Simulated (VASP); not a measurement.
Here is a VASP 6.6.1 calculation.

File INCAR:

```
SYSTEM = ZrB
PREC = Accurate
ENCUT = 500
EDIFF = 1E-6
ISMEAR = 0
SIGMA = 0.1
LREAL = .False.
LASPH = .True.
NELM = 120
ALGO = Normal
ISIF = 2
LWAVE = .False.
LCHARG = .True.
GGA = CA
LELF = .True.
LVHAR = .True.
NBANDS = 14
GGA_COMPAT = .False.
```

Contents of KPOINTS:

```
regular mesh
0
Gamma
  6 6 6
  0 0 0
```

File POSCAR:

```
ZrB
1.0
    0.0000000000      2.3250000000      2.3250000000
    2.3250000000      0.0000000000      2.3250000000
    2.3250000000      2.3250000000      0.0000000000
Zr B
1 1
Direct
    0.0000000000      0.0000000000      0.0000000000
    0.5000000000      0.5000000000      0.5000000000
```

Potentials or basis: VASP PAW LDA potentials, release 64 (Zr_sv, B).

Run with:

```sh
$ cat potpaw_LDA.64/Zr_sv/POTCAR potpaw_LDA.64/B/POTCAR > POTCAR
$ mpirun -np 1 vasp_std > vasp.out
```

Q: Estimate the pressure.

A: 25.8 GPa.

Caveat: the k points lie up to 0.39 Å⁻¹ apart.
